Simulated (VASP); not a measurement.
The system is Y.

```xyz
2
Lattice="3.3723 0.0000 0.0000 -1.6862 2.9205 0.0000 0.0000 0.0000 5.4631" Properties=species:S:1:pos:R:3 pbc="T T T"
Y     0.0000    1.9470    1.3658
Y     1.6862    0.9735    4.0974
```

* Program: VASP 6.6.1
* Task: relaxation of cell and atoms
* Functional: PBE
* Potentials or basis: VASP PAW PBE potentials, release 64 (Y_sv)
* Cutoff: 600 eV
* k mesh: 14 × 14 × 8
* Occupations: fermi-dirac, width 0.08 eV
* Spin: no spin polarisation

At the start: pressure 10.5 GPa; volume 26.90 Å³/atom.

Q: Where does the relaxation end?

A: Over 9 steps the energy falls by 176.0 meV/atom and the volume is 32.82 Å³/atom (+22.0 %); space group P6_3/mmc (No. 194, to 0.1 Å) before and after.

Step by step:
| step | energy change (eV) | largest force (eV/Å) | pressure (GPa) | volume (Å³) |
| --- | --- | --- | --- | --- |
| 1 | 0.0000 | 0.0000 | 10.50 | 53.81 |
| 2 | -0.3303 | 0.0000 | -1.72 | 68.73 |
| 3 | -0.3464 | 0.0000 | 0.01 | 65.63 |
| 4 | -0.3464 | 0.0000 | -0.15 | 65.88 |
| 5 | -0.3507 | 0.0000 | -0.14 | 65.87 |
| 6 | -0.3518 | 0.0000 | -0.13 | 65.85 |
| 7 | -0.3518 | 0.0000 | -0.13 | 65.85 |
| 8 | -0.3519 | 0.0000 | 0.05 | 65.56 |
| 9 | -0.3519 | 0.0000 | 0.00 | 65.63 |

Final structure:
```xyz
2
Lattice="3.6502 0.0000 0.0000 -1.8251 3.1611 0.0000 0.0000 0.0000 5.6880" Properties=species:S:1:pos:R:3 pbc="T T T"
Y     0.0000    2.1074    1.4220
Y     1.8251    1.0537    4.2660
```

Caveat: the volume moved by over 15 % at a fixed basis, so the end points are rough.
